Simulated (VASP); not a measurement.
Write the native input for VASP 6.6.1 that does the following.

| Quantity | Value |
| --- | --- |
| Task | single point |
| Functional | PBE |
| Potentials or basis | VASP PAW PBE potentials, release 64 (Nb_sv, Sb) |
| Cutoff | 520 eV |
| k mesh | 4 × 4 × 4 |
| Occupations | gaussian, width 0.1 eV |
| Spin | no spin polarisation |
| Dipole correction | no |
| Further INCAR settings | ALGO = Normal; EDIFF = 1e-07; NBANDS = 22 |

The structure of NbSb3 lies in POSCAR:

```
NbSb3
1.0
    4.5979822723      0.0000000000      0.0000000000
    0.0000000000      4.5979822723      0.0000000000
    0.0000000000      0.0000000000      4.5979822723
Nb Sb
1 3
Direct
    0.0000000000      0.0000000000      0.0000000000
    0.0000000000      0.5000000000      0.5000000000
    0.5000000000      0.0000000000      0.5000000000
    0.5000000000      0.5000000000      0.0000000000
```

One way to write it, as run:

INCAR

```
PREC     = Accurate       # precision mode
ENCUT    = 520            # plane-wave cutoff, eV
EDIFF    = 1E-7           # SCF threshold, eV
ISMEAR   = 0              # smearing method
SIGMA    = 0.1            # smearing width, eV
LREAL    = F              # projectors in reciprocal space
LASPH    = T              # aspherical terms in the spheres
NELM     = 60             # most SCF steps
ALGO     = Normal         # electronic algorithm
ISIF     = 2              # what is computed and relaxed
LWAVE    = F              # write WAVECAR
LCHARG   = T              # write CHGCAR
GGA      = PE             # functional
LELF     = T              # ELF
LVHAR    = T            
NBANDS   = 22             # bands
```

KPOINTS

```
Automatic mesh
0
Gamma
  4 4 4
```

Potentials or basis: VASP PAW PBE potentials, release 64 (Nb_sv, Sb).

The run is started by

```console
$ cat potpaw_PBE.64/Nb_sv/POTCAR potpaw_PBE.64/Sb/POTCAR > POTCAR
$ mpirun -np 1 vasp_std > vasp.out
```

Results of the run:

```json
{"Pressure": "-0.9 GPa", "Band gap on the k mesh": "zero (bands 14 and 15 overlap by 0.66 eV)"}
```

Caveat: spin-orbit coupling is left out, which moves the levels of the heavy elements.

It took 16 s on 1 thread of Intel(R) Xeon(R) Platinum 8488C (Sapphire Rapids), with other jobs on the host, peak memory 0.2 GiB.
